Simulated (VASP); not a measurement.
A run of VASP 6.6.1:

File INCAR:

```
SYSTEM = CoO
PREC = Accurate
ENCUT = 600
EDIFF = 1E-6
ISMEAR = -1
SIGMA = 0.05
LREAL = .False.
LASPH = .True.
NELM = 150
ALGO = Normal
ISIF = 3
LWAVE = .False.
LCHARG = .False.
ISPIN = 2
MAGMOM = 2 0
LORBIT = 11
LMAXMIX = 4
IBRION = 2
NSW = 60
EDIFFG = -0.01
```

The input KPOINTS:

```
regular mesh
0
Gamma
  11 11 11
  0 0 0
```

POSCAR

```
CoO
1.0
    0.0000000000      2.1315016600      2.1315016600
    2.1315016600      0.0000000000      2.1315016600
    2.1315016600      2.1315016600      0.0000000000
Co O
1 1
Direct
    0.0000000000      0.0000000000      0.0000000000
    0.5000000000      0.5000000000      0.5000000000
```

Potentials or basis: VASP PAW LDA potentials, release 64 (Co, O).

Run with:

```sh
$ cat potpaw_LDA.64/Co/POTCAR potpaw_LDA.64/O/POTCAR > POTCAR
$ mpirun -np 1 vasp_std > vasp.out
```

Hardware: 1 thread of AMD EPYC 9R45 96-Core Processor (Zen 5), with other jobs on the host.

Problem. How long does it take, and how much memory?

Solution. It took 46 s on 1 thread of AMD EPYC 9R45 96-Core Processor (Zen 5) (shared host), peak memory 0.13 GiB. Counts: scf iterations 41, k points 56, ion steps 4.
